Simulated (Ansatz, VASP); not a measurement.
GaN: VASP beside Ansatz

```
Ga N
1.0
     3.15181    0.00000    0.00000
    -1.57591    2.72955    0.00000
     0.00000    0.00000    5.13840
Ga N
2 2
Direct
  0.33333 0.66667 0.99930
  0.66667 0.33333 0.49930
  0.33333 0.66667 0.37570
  0.66667 0.33333 0.87570
```

Alike in both runs: task single point; functional LDA; k mesh 8 × 8 × 4; no spin polarisation.

```csv
,VASP,Ansatz
version,VASP 6.6.1,Ansatz 0.2.0
potentials or method,"VASP PAW LDA potentials, release 64 (Ga_d, N_h)","PAW with Ansatz's default frozen-core files, scalar-relativistic"
plane-wave cutoff (eV),910,420
occupations,"gaussian, width 0.01 eV",fixed
valence electrons in the cell,36,36
```

Ansatz gave:

```
gap on the k mesh at the Fermi level (eV) : 2.13
```

Task: Estimate VASP's values.

Result: gap on the k mesh at the Fermi level (eV): 2.15.

LDA's correlation is that of Perdew and Zunger in VASP and of Perdew and Wang (1992) in Ansatz.

Noted on VASP's run: the cutoff is under 1.25 times that of the potentials, so the pressure is a little rough.
